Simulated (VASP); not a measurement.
A run of VASP 6.6.1 is set up as follows.

File INCAR:

```
PREC     = Accurate       # precision mode
ENCUT    = 520            # plane-wave cutoff, eV
EDIFF    = 1E-7           # SCF threshold, eV
ISMEAR   = 0              # smearing method
SIGMA    = 0.02           # smearing width, eV
LREAL    = F              # projectors in reciprocal space
LASPH    = T              # aspherical terms in the spheres
NELM     = 60             # most SCF steps
ALGO     = Normal         # electronic algorithm
ISIF     = 2              # what is computed and relaxed
LWAVE    = F              # write WAVECAR
LCHARG   = F              # write CHGCAR
GGA      = PE             # functional
NBANDS   = 25             # bands
```

File KPOINTS:

```
regular mesh
0
Gamma
  10 10 10
```

Contents of POSCAR:

```
LiNbO3
1.0
   -1.9058758076      1.9058758076      5.1214904433
    1.9058758076     -1.9058758076      5.1214904433
    1.9058758076      1.9058758076     -5.1214904433
Li Nb O
1 1 3
Direct
    0.9930821762      0.9930821762      0.0000000000
    0.3492428220      0.3492428220      0.0000000000
    0.1784785337      0.1784785337      0.0000000000
    0.9074035290      0.4074035290      0.5000000000
    0.4074035290      0.9074035290      0.5000000000
```

Potentials or basis: VASP PAW PBE potentials, release 64 (Li_sv, Nb_sv, O).

Command:

```console
$ cat potpaw_PBE.64/Li_sv/POTCAR potpaw_PBE.64/Nb_sv/POTCAR potpaw_PBE.64/O/POTCAR > POTCAR
$ mpirun -np 1 vasp_std > vasp.out
```

Q: What does it give for the largest force?

A: 0.105 eV/Å.

Q: Predict the band gap on the k mesh.

A: 2.03 eV (least direct gap 2.79 eV).

Forces in eV/Å, atoms in the order of the input:
```
Li   0.000  0.000 -0.004
Nb   0.000  0.000  0.105
O    0.000  0.000 -0.068
O    0.000  0.000 -0.017
O    0.000  0.000 -0.017
```

 A k mesh can miss the band edges.
